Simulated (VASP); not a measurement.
W, 2 atoms in the cell. The structure is cubic, space group Fd-3m (No. 227). Conventional cell: a = 5.712 Å, b = 5.712 Å, c = 5.712 Å, α = 90.00°, β = 90.00°, γ = 90.00°. Within 3.3 Å of W (site symmetry -43m) lie 4 W at 2.47 Å. This isn't the form of W at room conditions, which is bcc.

- Program: VASP 6.6.1
- Task: single point
- Functional: LDA
- Potentials or basis: VASP PAW LDA potentials, release 64 (W_sv)
- Cutoff: 520 eV
- k mesh: 11 × 11 × 11
- Occupations: fermi-dirac, width 0.1 eV
- Spin: no spin polarisation
- Dipole correction: no
- Further INCAR settings: ALGO = Normal; EDIFF = 1e-06; NBANDS = 21

Potentials or basis: VASP PAW LDA potentials, release 64 (W_sv).

Launch:

```sh
$ cat potpaw_LDA.64/W_sv/POTCAR > POTCAR
$ mpirun -np 1 vasp_std > vasp.out
```

Hardware: 1 thread of Intel(R) Xeon(R) 6975P-C (Granite Rapids), on a shared host.

Q: How long does it take, and how much memory?

A: It took 24 s on 1 thread of Intel(R) Xeon(R) 6975P-C (Granite Rapids) (shared host), peak memory 0.17 GiB. Counts: scf iterations 11, k points 56.
